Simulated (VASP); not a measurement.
# Si (a cell with a defect) in VASP: a series of runs

Runs on Si (a cell with a defect). Level: LDA. Tasks: relaxation of the atoms.

Everything below comes from runs of VASP 6.6.1. Logs are shortened: lines on timing, memory, paths and dates and some standing lists are left out, and cuts for length are marked.

## (1) The cell of the first run

The cell holds a defect, 63 atoms: a = 10.860 Å, b = 10.860 Å, c = 10.860 Å, α = 90.00°, β = 90.00°, γ = 90.00°.

## (2) Relaxation of the atoms, LDA

INCAR

```
SYSTEM = Si
ALGO = Normal
EDIFF = 1E-6
EDIFFG = -0.03
ENCUT = 520
IBRION = 2
ISIF = 2
ISMEAR = 0
LASPH = .TRUE.
LCHARG = .FALSE.
LREAL = Auto
LUSENCCL = .FALSE.
LWAVE = .FALSE.
NELECT = 250.0
NELM = 60
NSW = 80
PREC = Accurate
SIGMA = 0.05
```

KPOINTS

```
k-points
0
G
  1 1 1
  0 0 0
```

POSCAR

```
Si
1.0
   10.8600000000      0.0000000000      0.0000000000
    0.0000000000     10.8600000000      0.0000000000
    0.0000000000      0.0000000000     10.8600000000
Si
63
Direct
    0.4983288000     -0.0002941000      0.0056018000
    0.6297555000      0.1232605000      0.1229319000
    0.7462537000      0.2510889000     -0.0014687000
    0.8769866000      0.3752282000      0.1235376000
    0.7472630000     -0.0043809000      0.2516531000
    0.8713801000      0.1269894000      0.3704503000
   -0.0070051000      0.0000662000     -0.0016188000
    0.1275678000      0.1250299000      0.1248246000
    0.2524255000      0.2482172000      0.0018057000
    0.3818293000      0.3756762000      0.1225042000
    0.4999571000      0.4978402000     -0.0008666000
    0.6296752000      0.6223453000      0.1216724000
    0.7515047000      0.7489559000     -0.0003867000
    0.8733579000      0.8757550000      0.1291500000
    0.2518525000     -0.0010639000      0.2491172000
    0.3725827000      0.1226593000      0.3776923000
    0.5015884000      0.2513879000      0.2514895000
    0.6233849000      0.3750875000      0.3765510000
    0.7545449000      0.5008410000      0.2503310000
    0.8729611000      0.6279764000      0.3744536000
    0.5008443000      0.0012320000      0.4980093000
    0.6259571000      0.1282624000      0.6227286000
    0.7487340000      0.2479152000      0.5004387000
    0.8809154000      0.3760618000      0.6285808000
    0.7508352000     -0.0009876000      0.7502083000
    0.8758164000      0.1246413000      0.8749907000
    0.0004138000      0.4984443000      0.0043514000
    0.1263674000      0.6248375000      0.1236006000
    0.2511904000      0.7480480000     -0.0032516000
    0.3741464000      0.8785814000      0.1246081000
    0.0006416000      0.2475259000      0.2515639000
    0.1236560000      0.3735882000      0.3730237000
    0.2497794000      0.4972574000      0.2490224000
    0.3746031000      0.6225035000      0.3697910000
    0.5013199000      0.7467091000      0.2447727000
    0.6251311000      0.8749818000      0.3781483000
    0.0036201000     -0.0059231000      0.4985401000
    0.1258472000      0.1214245000      0.6282236000
    0.2510485000      0.2482613000      0.4986645000
    0.3759712000      0.3808829000      0.6303681000
    0.4961845000      0.5017633000      0.4960847000
    0.6247453000      0.6223941000      0.6243135000
    0.7489042000      0.7511018000      0.4980494000
    0.8770113000      0.8747762000      0.6225950000
    0.2540844000      0.0010090000      0.7495263000
    0.3753486000      0.1270267000      0.8747342000
    0.4984476000      0.2496825000      0.7485944000
    0.6236281000      0.3795110000      0.8772357000
    0.7537401000      0.4987106000      0.7452861000
    0.8740485000      0.6265247000      0.8737415000
    0.0005994000      0.7474769000      0.2514570000
    0.1239099000      0.8751049000      0.3769251000
   -0.0019184000      0.4971754000      0.4978625000
    0.1266671000      0.6241725000      0.6279824000
    0.3765328000      0.8781090000      0.6255766000
    0.0033634000      0.2520921000      0.7448173000
    0.1289804000      0.3774692000      0.8739888000
    0.2468089000      0.4950319000      0.7505070000
    0.3727717000      0.6219361000      0.8724152000
    0.4956453000      0.7526968000      0.7477246000
    0.6250578000      0.8755459000      0.8761275000
   -0.0003222000      0.7523732000      0.7484693000
    0.1309481000      0.8707663000      0.8770204000
```

Potentials or basis: VASP PAW LDA potentials, release 64 (Si).

Command:

```console
$ cat potpaw_LDA.64/Si/POTCAR > POTCAR
$ mpirun -np 1 vasp_gam > vasp.out
```

OUTCAR:

```text
SYSTEM = Si
   EDIFF = 1E-6
   EDIFFG = -0.03
   ENCUT = 520
   IBRION = 2
   ISIF = 2
   ISMEAR = 0
   LASPH = .TRUE.
   LREAL = Auto
   NELECT = 250.0
   NELM = 60
   NSW = 80
   PREC = Accurate

 ion  position               nearest neighbor table
   1  0.498  1.000  0.006-  30 2.28   2 2.34  61 2.39  46 2.39
   2  0.630  0.123  0.123-   3 2.31   1 2.34   5 2.35  17 2.41
   3  0.746  0.251  0.999-   2 2.31  48 2.34  26 2.38   4 2.38
   4  0.877  0.375  0.124-  27 2.29  19 2.35  31 2.38   3 2.38
   5  0.747  0.996  0.252-  14 2.31  36 2.32   2 2.35   6 2.35
   6  0.871  0.127  0.370-  31 2.31  23 2.34   5 2.35  37 2.47
[... 43 lines left out ...]
  50  0.874  0.627  0.874-  13 2.33  49 2.36  62 2.36  27 2.41
  51  0.001  0.747  0.251-  20 2.32  28 2.36  52 2.36  14 2.37
  52  0.124  0.875  0.377-  37 2.26  51 2.36  15 2.38
  53  0.998  0.497  0.498-  24 2.32  32 2.35  20 2.38  54 2.42
  54  0.127  0.624  0.628-  58 2.33  62 2.36  53 2.42
  55  0.377  0.878  0.626-  60 2.30  45 2.32  21 2.35
  56  0.003  0.252  0.745-  24 2.27  38 2.32  57 2.38  26 2.42
  57  0.129  0.377  0.874-  58 2.25  27 2.38  56 2.38   9 2.39
  58  0.247  0.495  0.751-  57 2.25  40 2.28  54 2.33  59 2.35
  59  0.373  0.622  0.872-  29 2.33  58 2.35  11 2.37  60 2.37
  60  0.496  0.753  0.748-  55 2.30  59 2.37  61 2.39  42 2.40
  61  0.625  0.876  0.876-  25 2.35  13 2.36   1 2.39  60 2.39
  62  1.000  0.752  0.748-  44 2.33  54 2.36  50 2.36  63 2.37
  63  0.131  0.871  0.877-  29 2.27  62 2.37  45 2.39   7 2.44

  LATTYP: Found a simple cubic cell.
 ALAT       =    10.8600000000

  Lattice vectors:

 A1 = (  10.8600000000,   0.0000000000,   0.0000000000)
 A2 = (   0.0000000000,  10.8600000000,   0.0000000000)
 A3 = (   0.0000000000,   0.0000000000,  10.8600000000)

Analysis of symmetry for initial positions (statically):
=====================================================================
 Subroutine PRICEL returns:
 Original cell was already a primitive cell.

 Routine SETGRP: Setting up the symmetry group for a
 simple cubic supercell.

 Subroutine GETGRP returns: Found  1 space group operations
 (whereof  1 operations were pure point group operations)
 out of a pool of 48 trial point group operations.

The static configuration has the point symmetry C_1 .

Analysis of symmetry for dynamics (positions and initial velocities):
=====================================================================
 Subroutine PRICEL returns:
 Original cell was already a primitive cell.

 Routine SETGRP: Setting up the symmetry group for a
 simple cubic supercell.

 Subroutine GETGRP returns: Found  1 space group operations
 (whereof  1 operations were pure point group operations)
 out of a pool of 48 trial point group operations.

The dynamic configuration has the point symmetry C_1 .

 Subroutine INISYM returns: Found  1 space group operations
 (whereof  1 operations are pure point group operations),
 and found     1 'primitive' translations

----------------------------------------------------------------------------------------

                                     Primitive cell

  volume of cell :    1280.8241

  direct lattice vectors                    reciprocal lattice vectors
    10.860000000  0.000000000  0.000000000     0.092081031  0.000000000  0.000000000
     0.000000000 10.860000000  0.000000000     0.000000000  0.092081031  0.000000000
     0.000000000  0.000000000 10.860000000     0.000000000  0.000000000  0.092081031

  length of vectors
    10.860000000 10.860000000 10.860000000     0.092081031  0.092081031  0.092081031

  position of ions in fractional coordinates (direct lattice)
     0.498328800  0.999705900  0.005601800
     0.629755500  0.123260500  0.122931900
     0.746253700  0.251088900  0.998531300
     0.876986600  0.375228200  0.123537600
     0.747263000  0.995619100  0.251653100
     0.871380100  0.126989400  0.370450300
[... 55 lines left out ...]
     0.999677800  0.752373200  0.748469300
[... 90 lines left out ...]
 ===========================================

 Found      1 irreducible k-points:

 Following reciprocal coordinates:
            Coordinates               Weight
  0.000000  0.000000  0.000000      1.000000
   k-points           NKPTS =      1   k-points in BZ     NKDIM =      1   number of bands    NBANDS=    157
   number of dos      NEDOS =    301   number of ions     NIONS =     63
   total plane-waves  NPLWV = 592704
   dimension x,y,z NGX =    84 NGY =   84 NGZ =   84
   dimension x,y,z NGXF=   168 NGYF=  168 NGZF=  168
   ions per type =              63
   NGX,Y,Z   is equivalent  to a cutoff of  12.86, 12.86, 12.86 a.u.
   NGXF,Y,Z  is equivalent  to a cutoff of  25.72, 25.72, 25.72 a.u.
 SYSTEM =  Si
   PREC   = accura    normal or accurate (medium, high low for compatibility)
   ISTART =      0    job   : 0-new  1-cont  2-samecut
   ICHARG =      2    charge: 1-file 2-atom 10-const
   ISPIN  =      1    spin polarized calculation?
   LNONCOLLINEAR =      F non collinear calculations
   LSORBIT =      F    spin-orbit coupling
   LASPH  =      T    aspherical Exc in radial PAW
   ENCUT  =  520.0 eV  38.22 Ry    6.18 a.u.  20.19 20.19 20.19*2*pi/ulx,y,z
   NELM   =     60;   NELMIN=  2; NELMDL= -5     # of ELM steps
   EDIFF  = 0.1E-05   stopping-criterion for ELM
   LREAL  =      T    real-space projection
   EDIFFG = -.3E-01   stopping-criterion for IOM
   NSW    =     80    number of steps for IOM
   IBRION =      2    ionic relax: 0-MD 1-quasi-New 2-CG
   NFREE  =      1    steps in history (QN), initial steepest desc. (CG)
   ISIF   =      2    stress and relaxation
   ISYM   =      2    0-nonsym 1-usesym 2-fastsym
   POTIM  = 0.5000    time-step for ionic-motion
   TEBEG  =    0.0;   TEEND  =   0.0 temperature during run
   PSTRESS=    0.0 pullay stress
   NELECT =     250.0000    total number of electrons
   NUPDOWN=      -1.0000    fix difference up-down
   EMIN   =  10.00;   EMAX   =-10.00  energy-range for DOS
   EFERMI =   0.00;   METHOD = LEGACY
   ISMEAR =     0;   SIGMA  =   0.05  broadening in eV -4-tet -1-fermi 0-gaus
   EFERMI_NEDOS =   21; number of points for ismear=-14 and -15
   IALGO  =     38    algorithm
   IMIX   =      4    mixing-type and parameters
     AMIX     =   0.40;   BMIX     =  1.00
     AMIX_MAG =   1.60;   BMIX_MAG =  1.00
  volume/ion in A,a.u.               =      20.33       137.20
  Fermi-wavevector in a.u.,A,eV,Ry     =   0.949639  1.794557 12.269916  0.901813
  Thomas-Fermi vector in A             =   2.077940
   LORBIT       =      0    0 simple, 1 ext, 2 COOP (PROOUT), +10 PAW based schemes
   GGA     = CA    functional components
   LHFCALC =     F    Hartree Fock is set to
   AEXX    =    0.0000 exact exchange contribution
   IVDW    =     0    specifies the selected vdW correction
   LEPSILON=     F    determine dielectric tensor
   LRPA    =     F    only Hartree local field effects (RPA)
 conjugate gradient relaxation of ions
 non-spin polarized calculation
 Gauss-broadening in eV      SIGMA  =   0.05
  energy-cutoff  :      520.00
  volume of cell :     1280.82
 maximum number of plane-waves:     17229
 NGX is ok and might be reduce to    84
   NGX = 41   NGY = 41   NGZ = 41

--------------------------------------- Ionic step        1  -------------------------------------------

 number of electron     249.9999997 magnetization

 Free energy of the ion-electron system (eV)
  ---------------------------------------------------
  ext. energy  EPLUGINS =         0.00000000
  ---------------------------------------------------
  free energy    TOTEN  =      -376.61731729 eV

  energy without entropy =     -376.61731729  energy(sigma->0) =     -376.61731729

------------------------ aborting loop because EDIFF is reached ----------------------------------------

  FORCE on cell =-STRESS in cart. coord.  units (eV):
  Direction    XX          YY          ZZ          XY          YZ          ZX
  --------------------------------------------------------------------------------------
  -------------------------------------------------------------------------------------
  Total      -26.9229441    -26.8220230    -26.7166295     -2.5209567     -2.4368409     -4.0758332
  in kB      -33.6777956    -33.5515538    -33.4197176     -3.1534540     -3.0482338     -5.0984423
  external PRESSURE =     -33.5496890 kB  Pullay stress =       0.0000000 kB
[... 272 lines left out ...]
  FREE ENERGIE OF THE ION-ELECTRON SYSTEM (eV)
  ---------------------------------------------------
  free  energy   TOTEN  =      -377.5452330468 eV

  energy  without entropy=     -377.5452330468  energy(sigma->0) =     -377.54523305

[... ionic steps 4 to 11 ...]

--------------------------------------- Ionic step       12  -------------------------------------------

 number of electron     249.9999982 magnetization

------------------------ aborting loop because EDIFF is reached ----------------------------------------
[... 189 lines left out ...]
--------------------------------------- Ionic step       14  -------------------------------------------

 number of electron     249.9999980 magnetization

 Free energy of the ion-electron system (eV)
  ---------------------------------------------------
  ext. energy  EPLUGINS =         0.00000000
  ---------------------------------------------------
  free energy    TOTEN  =      -377.66086916 eV

  energy without entropy =     -377.66086916  energy(sigma->0) =     -377.66086916

 E-fermi :   5.5942     XC(G=0):  -9.5041

 val. band max:        5.3419563360   @ k =   0.0000   0.0000   0.0000
 cond. band min:       6.2248904886   @ k =   0.0000   0.0000   0.0000
 fundamental gap:      0.8829341526
 Fermi energy:         5.5942464694

 k-point     1 :       0.0000    0.0000    0.0000
  band No.  band energies     occupation
      1      -6.2758      2.00000
      2      -5.2360      2.00000
      3      -5.2358      2.00000
      4      -5.2335      2.00000
      5      -5.2198      2.00000
      6      -5.2176      2.00000
[... 129 lines left out ...]
    136       6.7187      0.00000
    137       6.7545      0.00000
 [bands above 137 left out]

------------------------ aborting loop because EDIFF is reached ----------------------------------------

  FORCE on cell =-STRESS in cart. coord.  units (eV):
  Direction    XX          YY          ZZ          XY          YZ          ZX
  --------------------------------------------------------------------------------------
  -------------------------------------------------------------------------------------
  Total      -27.2200531    -27.1943977    -27.1982758     -0.0205301      0.1127932     -0.0449926
  in kB      -34.0494479    -34.0173558    -34.0222068     -0.0256811      0.1410925     -0.0562811
  external PRESSURE =     -34.0296701 kB  Pullay stress =       0.0000000 kB
[... 78 lines left out ...]
  FREE ENERGIE OF THE ION-ELECTRON SYSTEM (eV)
  ---------------------------------------------------
  free  energy   TOTEN  =      -377.6608691617 eV

  energy  without entropy=     -377.6608691617  energy(sigma->0) =     -377.66086916

 reached required accuracy - stopping structural energy minimisation
```

It took 3.9 min on 1 × NVIDIA H100 80GB with 1 thread of AMD EPYC 7R13 (Zen 3), shared host; peak memory 1.7 GiB.

Results:

| Property | Result |
| --- | --- |
| Free energy | -377.6609 eV |
| Energy gained by relaxing | 16.6 meV/atom |
| Ionic steps | 14 |
| Largest force after relaxing | 0.024 eV/Å |

Forces on the atoms (eV/Å):
```
Si   0.001 -0.006  0.010
Si  -0.003  0.005 -0.012
Si   0.000 -0.002 -0.002
Si  -0.003 -0.009 -0.002
Si  -0.005  0.005 -0.007
Si   0.001  0.017 -0.003
Si  -0.008  0.006 -0.011
Si  -0.008  0.006 -0.006
Si  -0.007  0.003  0.008
Si  -0.012 -0.001  0.014
Si  -0.003  0.001  0.003
Si   0.012  0.006 -0.007
Si  -0.002  0.003  0.000
Si  -0.004 -0.004 -0.016
Si  -0.013  0.012 -0.010
Si  -0.007 -0.004  0.008
Si   0.002  0.000  0.007
Si  -0.011 -0.005  0.002
Si   0.006 -0.009  0.005
Si   0.005 -0.008  0.005
Si   0.007  0.007  0.001
Si   0.013 -0.004  0.004
Si   0.001  0.012  0.000
Si  -0.011 -0.013 -0.003
Si   0.008 -0.012  0.016
Si   0.004 -0.005 -0.008
Si   0.006  0.003  0.012
Si   0.012  0.000  0.012
Si   0.002  0.002 -0.013
Si  -0.004  0.004  0.009
Si   0.013  0.001 -0.002
Si   0.004  0.009 -0.003
Si   0.010 -0.002  0.003
Si   0.011 -0.007 -0.010
Si  -0.006 -0.012 -0.003
Si  -0.007 -0.001  0.006
Si  -0.004  0.005 -0.006
Si   0.001  0.000  0.002
Si   0.005  0.004 -0.004
Si   0.013  0.004 -0.018
Si   0.002 -0.002 -0.009
Si  -0.005 -0.008 -0.005
Si   0.001 -0.001  0.023
Si   0.000 -0.004  0.009
Si   0.000 -0.016  0.005
Si  -0.004 -0.010  0.000
Si  -0.002 -0.007  0.003
Si   0.004  0.004  0.008
Si   0.004  0.004 -0.001
Si  -0.009  0.015 -0.008
Si   0.003  0.010 -0.004
Si  -0.011  0.013 -0.018
Si   0.005 -0.005  0.008
Si  -0.022 -0.003  0.001
Si   0.006  0.011  0.007
Si   0.000 -0.005 -0.005
Si  -0.006 -0.007  0.000
Si  -0.002 -0.005  0.003
Si   0.010  0.008 -0.009
Si   0.002  0.005  0.006
Si   0.011 -0.001 -0.002
Si  -0.004 -0.009  0.019
Si   0.000  0.005 -0.012
```

Step by step:
```tsv
step	energy change (eV)	largest force (eV/Å)	pressure (GPa)
1	0.0000	1.5006	-3.35
2	-0.9279	0.3635	-3.53
3	-0.9279	0.3630	-3.53
4	-0.9911	0.1760	-3.52
5	-0.9987	0.1824	-3.51
6	-1.0170	0.0983	-3.50
7	-1.0227	0.1194	-3.49
8	-1.0331	0.0744	-3.47
9	-1.0351	0.0713	-3.46
10	-1.0393	0.0499	-3.45
11	-1.0395	0.0570	-3.44
12	-1.0416	0.0373	-3.43
13	-1.0421	0.0427	-3.42
14	-1.0436	0.0244	-3.40
```

Final structure:
```
CELL_PARAMETERS angstrom
10.86000 0.00000 0.00000
0.00000 10.86000 0.00000
0.00000 0.00000 10.86000
ATOMIC_POSITIONS crystal
Si 0.50061 0.99989 0.99959
Si 0.62571 0.12468 0.12480
Si 0.75032 0.24972 0.99969
Si 0.87521 0.37464 0.12455
Si 0.75057 0.99952 0.24980
Si 0.87596 0.12387 0.37328
Si 0.00059 0.99963 0.99994
Si 0.12412 0.12400 0.12547
Si 0.25053 0.24955 0.99977
Si 0.37737 0.37499 0.12472
Si 0.50057 0.49965 0.99929
Si 0.62495 0.62312 0.12481
Si 0.75065 0.74975 0.99962
Si 0.87608 0.87618 0.12538
Si 0.25306 0.99855 0.25071
Si 0.37544 0.12567 0.37471
Si 0.50068 0.24976 0.24961
Si 0.62535 0.37514 0.37310
Si 0.75037 0.49987 0.24943
Si 0.87447 0.62488 0.37463
Si 0.49963 0.99899 0.49733
Si 0.62475 0.12454 0.62608
Si 0.75068 0.24957 0.49971
Si 0.87607 0.37523 0.62630
Si 0.75030 0.00008 0.74944
Si 0.87531 0.12479 0.87501
Si 0.00024 0.49948 0.99945
Si 0.12526 0.62458 0.12363
Si 0.25023 0.74956 0.99976
Si 0.37537 0.87454 0.12350
Si 0.00011 0.24943 0.24960
Si 0.12533 0.37358 0.37463
Si 0.24801 0.49998 0.24994
Si 0.37969 0.62006 0.36997
Si 0.49971 0.75196 0.25007
Si 0.62610 0.87457 0.37457
Si 0.00139 0.99869 0.50203
Si 0.12541 0.12552 0.62470
Si 0.25019 0.24953 0.49963
Si 0.37484 0.37391 0.62455
Si 0.49967 0.50028 0.50201
Si 0.62623 0.62499 0.62445
Si 0.75023 0.74975 0.49925
Si 0.87426 0.87470 0.62427
Si 0.24822 0.99941 0.74930
Si 0.37728 0.12466 0.87432
Si 0.50032 0.25003 0.74944
Si 0.62560 0.37458 0.87444
Si 0.75044 0.49976 0.74950
Si 0.87594 0.62306 0.87411
Si 0.00134 0.74726 0.25057
Si 0.12202 0.87803 0.37127
Si 0.00108 0.50047 0.49717
Si 0.12136 0.62075 0.62857
Si 0.37961 0.87917 0.62916
Si 0.00041 0.24972 0.74992
Si 0.12397 0.37505 0.87435
Si 0.25253 0.50056 0.74897
Si 0.37513 0.62482 0.87556
Si 0.49968 0.74744 0.74905
Si 0.62511 0.87644 0.87420
Si 0.00102 0.75221 0.74863
Si 0.12551 0.87456 0.87556
```

Levels at points of the mesh, in eV from the Fermi level:
```csv
k point,band 123,band 124,band 125,band 126,band 127,band 128
"(0.00, 0.00, 0.00)",-0.25,-0.25,-0.25,0.63,0.63,0.63
```

Caveat: the k points lie up to 0.58 Å⁻¹ apart; the cell carries a net charge on a neutralising background, which shifts energy and pressure; the cell is charged against a uniform background, so pressure and absolute levels hang on convention.

(Continued in part 2 of 2.)
